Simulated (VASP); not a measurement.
# Ir (P6_3/mmc) in VASP: elastic constants with LDA

Aim: the elastic constants of Ir with LDA.

Program: VASP 6.6.1. These are calculated values, not measurements. Logs are shortened: lines on timing, memory, paths and dates and some standing lists are left out, and cuts for length are marked.

### Step 1. The cell of the first run

The structure is hexagonal, space group P6_3/mmc (No. 194). Conventional cell: a = 2.696 Å, b = 2.696 Å, c = 4.371 Å, α = 90.00°, β = 90.00°, γ = 120.00°. Within 3.5 Å of Ir (site symmetry -6m2) lie 12 Ir at 2.68 to 2.70 Å.

This isn't the form of Ir at room conditions, which is fcc.

### Step 2. Elastic constants, LDA

Input file INCAR:

```
PREC     = Accurate       # precision mode
ENCUT    = 600            # plane-wave cutoff, eV
EDIFF    = 1E-8           # SCF threshold, eV
ISMEAR   = -1             # smearing method
SIGMA    = 0.15           # smearing width, eV
LREAL    = F              # projectors in reciprocal space
LASPH    = T              # aspherical terms in the spheres
NELM     = 100            # most SCF steps
ALGO     = Fast           # electronic algorithm
ISIF     = 3              # what is computed and relaxed
LWAVE    = F              # write WAVECAR
LCHARG   = F              # write CHGCAR
GGA      = CA             # functional
NBANDS   = 16             # bands
IBRION   = 6              # ionic algorithm
NFREE    = 2            
POTIM    = 0.015          # step
NSW      = 1              # ionic steps
```

Input file KPOINTS:

```
regular mesh
0
Gamma
  18 18 10
```

Input file POSCAR:

```
Ir
1.0
    2.6961262787      0.0000000000      0.0000000000
   -1.3480631394      2.3349138492      0.0000000000
    0.0000000000      0.0000000000      4.3708789315
Ir
2
Direct
    0.6666666667      0.3333333333      0.7500000000
    0.3333333333      0.6666666667      0.2500000000
```

Potentials or basis: VASP PAW LDA potentials, release 64 (Ir).

Launch:

```sh
cat potpaw_LDA.64/Ir/POTCAR > POTCAR
mpirun -np 1 vasp_std > vasp.out
```

OUTCAR:

```text
PREC = Accurate
   ENCUT = 600
   EDIFF = 1E-8
   ISMEAR = -1
   LREAL = F
   LASPH = T
   NELM = 100
   ISIF = 3
   GGA = CA
   IBRION = 6
   NFREE = 2
   POTIM = 0.015
   NSW = 1

 ion  position               nearest neighbor table
   1  0.667  0.333  0.750-   2 2.68   2 2.68   2 2.68   2 2.68   2 2.68   2 2.68
   2  0.333  0.667  0.250-   1 2.68   1 2.68   1 2.68   1 2.68   1 2.68   1 2.68

  LATTYP: Found a hexagonal cell.
 ALAT       =     2.6961262787
 C/A-ratio  =     1.6211699600

  Lattice vectors:

 A1 = (   2.6961262787,   0.0000000000,   0.0000000000)
 A2 = (  -1.3480631394,   2.3349138492,   0.0000000000)
 A3 = (   0.0000000000,   0.0000000000,   4.3708789315)

Analysis of symmetry for initial positions (statically):
=====================================================================
 Subroutine PRICEL returns:
 Original cell was already a primitive cell.

 Routine SETGRP: Setting up the symmetry group for a
 hexagonal supercell.

 Subroutine GETGRP returns: Found 24 space group operations
 (whereof 12 operations were pure point group operations)
 out of a pool of 24 trial point group operations.

The static configuration has the point symmetry D_3d.
 The point group associated with its full space group is D_6h.

Analysis of symmetry for dynamics (positions and initial velocities):
=====================================================================
 Subroutine PRICEL returns:
 Original cell was already a primitive cell.

 Routine SETGRP: Setting up the symmetry group for a
 hexagonal supercell.

 Subroutine GETGRP returns: Found 24 space group operations
 (whereof 12 operations were pure point group operations)
 out of a pool of 24 trial point group operations.

The dynamic configuration has the point symmetry D_3d.
 The point group associated with its full space group is D_6h.
[... 792 lines left out ...]
      6       7.1911      2.00000
[... 8 lines left out ...]
     15      21.8398      0.00000
     16      24.5921      0.00000

 [... further k-points ...]

------------------------ aborting loop because EDIFF is reached ----------------------------------------

  FORCE on cell =-STRESS in cart. coord.  units (eV):
  Direction    XX          YY          ZZ          XY          YZ          ZX
  --------------------------------------------------------------------------------------
  -------------------------------------------------------------------------------------
  Total        1.3453727      1.3453727      1.3600901     -0.0000000      0.0000000     -0.0000000
  in kB       78.3381550     78.3381550     79.1951138     -0.0000000      0.0000000     -0.0000000
  external PRESSURE =      78.6238080 kB  Pullay stress =       0.0000000 kB
[... 17 lines left out ...]
  FREE ENERGIE OF THE ION-ELECTRON SYSTEM (eV)
  ---------------------------------------------------
  free  energy   TOTEN  =       -20.5671131321 eV

  energy  without entropy=      -20.4026451194  energy(sigma->0) =      -20.48487913

 INTERNAL STRAIN TENSORS FROM STRAINED CELLS
 ============================================

 INTERNAL STRAIN TENSOR FOR ION    1 for displacements in x,y,z  (eV/Angst):
          X           Y           Z          XY          YZ          ZX
  --------------------------------------------------------------------------------
  x    -0.00000     0.00000     0.00000     2.04879    -0.00000     0.00000
  y     2.05996    -2.03376    -0.00000     0.00027     0.00009    -0.00000
  z     0.00000     0.00000     0.00000    -0.00000    -0.00565    -0.00000

 INTERNAL STRAIN TENSORS FROM DISPLACED ATOMS
 ============================================

 INTERNAL STRAIN TENSOR FOR ION    1 for displacements in x,y,z  (eV/Angst):
          X           Y           Z          XY          YZ          ZX
  --------------------------------------------------------------------------------
  x    -0.00000     0.00000    -0.00000     2.04128     0.00000     0.00000
  y     2.04128    -2.04128    -0.00000     0.00000     0.00000     0.00000
  z     0.00000     0.00000     0.00000     0.00000     0.00000    -0.00000

 INTERNAL STRAIN TENSOR FOR ION    2 for displacements in x,y,z  (eV/Angst):
          X           Y           Z          XY          YZ          ZX
  --------------------------------------------------------------------------------
  x     0.00000    -0.00000     0.00000    -2.04128     0.00000     0.00000
  y    -2.04128     2.04128     0.00000    -0.00000     0.00000     0.00000
  z    -0.00000    -0.00000     0.00000    -0.00000     0.00000     0.00000

 Eigenvectors and eigenvalues of the dynamical matrix
 ----------------------------------------------------

   1 f  =    6.482823 THz    40.732776 2PiTHz  216.243687 cm-1    26.810788 meV
             X         Y         Z           dx          dy          dz
      1.348063  0.778305  3.278159     0.000000    0.000000   -0.707107
     -0.000000  1.556609  1.092720    -0.000000    0.000000    0.707107
[... 16 lines left out ...]
   5 f  =    0.000000 THz     0.000000 2PiTHz    0.000000 cm-1     0.000000 meV
             X         Y         Z           dx          dy          dz
      1.348063  0.778305  3.278159    -0.000000   -0.000000    0.707107
     -0.000000  1.556609  1.092720     0.000000    0.000000    0.707107

   6 f/i=    0.000000 THz     0.000000 2PiTHz    0.000001 cm-1     0.000000 meV
             X         Y         Z           dx          dy          dz
      1.348063  0.778305  3.278159    -0.511473   -0.488257   -0.000000
     -0.000000  1.556609  1.092720    -0.511473   -0.488257    0.000000

--------------------------------------------------------------------------------------------------------

 ELASTIC MODULI CONTR FROM IONIC RELAXATION (kBar)
 Direction    XX          YY          ZZ          XY          YZ          ZX
 --------------------------------------------------------------------------------
 XX         -42.3699     42.3699      0.0000      0.0000      0.0000      0.0000
 YY          42.3699    -42.3699     -0.0000      0.0000      0.0000      0.0000
 ZZ           0.0000     -0.0000     -0.0000      0.0000      0.0000     -0.0000
 XY           0.0000      0.0000      0.0000    -42.3699      0.0000      0.0000
 YZ           0.0000      0.0000      0.0000      0.0000      0.0000      0.0000
 ZX           0.0000      0.0000     -0.0000      0.0000      0.0000     -0.0000
 --------------------------------------------------------------------------------

 TOTAL ELASTIC MODULI (kBar)
 Direction    XX          YY          ZZ          XY          YZ          ZX
 --------------------------------------------------------------------------------
 XX        7233.2435   2580.7144   2911.0295     -0.0000     -0.0000     -0.0000
 YY        2580.7144   7233.2435   2911.0295     -0.0000     -0.0000      0.0000
 ZZ        2911.0295   2911.0295   7220.5085     -0.0000     -0.0000     -0.0000
 XY          -0.0000     -0.0000     -0.0000   2326.2645      0.0000      0.0000
 YZ           0.0000     -0.0000     -0.0000      0.0000   1118.8949     -0.0000
 ZX          -0.0000     -0.0000     -0.0000      0.0000     -0.0000   1118.8949
 --------------------------------------------------------------------------------
```

stdout:

```text
POSCAR found type information on POSCAR Ir
 POSCAR found :  1 types and       2 ions
 scaLAPACK will be used
 LDA part: xc-table for (Slater(with rela. corr.)+CA(PZ))
 , standard interpolation
 POSCAR, INCAR and KPOINTS ok, starting setup
 FFT: planning ... GRIDC
 FFT: planning ... GRID_SOFT
 FFT: planning ... GRID
 WAVECAR not read
 entering main loop
 Found     2 degrees of freedom:
 Adding 6 more for cell shape distortion
 Finite differences POTIM= 0.01500 DOF=   8
 bond charge predicted
 Finite differences progress:
 bond charge predicted
 Finite differences progress:
 bond charge predicted
 Finite differences progress:
 bond charge predicted
 Finite differences progress:
 bond charge predicted
 Finite differences progress:
 bond charge predicted
 Finite differences progress:
 bond charge predicted
 Finite differences progress:
 bond charge predicted
 Finite differences progress:
 bond charge predicted
 Finite differences progress:
 bond charge predicted
 Finite differences progress:
 bond charge predicted
 Finite differences progress:
 bond charge predicted
 Finite differences progress:
 bond charge predicted
 Finite differences progress:
 bond charge predicted
 Finite differences progress:
 bond charge predicted
 Finite differences progress:
 bond charge predicted
 Finite differences progress:
```

It took 81 min on 1 thread of Oxide Virtual Turin-like, shared host; peak memory 0.82 GiB.

Results:

```yaml
Voigt_bulk_modulus: 428 GPa
Highest_phonon_frequency_at_Γ: 216 cm⁻¹
```

Phonon frequencies in cm⁻¹ (negative: imaginary):
```tsv
q point	frequencies
(0.000, 0.000, 0.000)	0 0 0 127 127 216
```

Elastic tensor in Voigt notation (GPa, in the Cartesian axes of the cell as first typed):
```
723 258 291   0   0   0
258 723 291   0   0   0
291 291 722   0   0   0
  0   0   0 112   0   0
  0   0   0   0 112   0
  0   0   0   0   0 233
```

Clamped-ion elastic tensor (GPa):
```
728 254 291   0   0   0
254 728 291   0   0   0
291 291 722   0   0   0
  0   0   0 112   0   0
  0   0   0   0 112   0
  0   0   0   0   0 237
```

Caveat: the cell is under stress, which shifts elastic constants; spin-orbit coupling is left out, which moves the levels of the heavy elements.
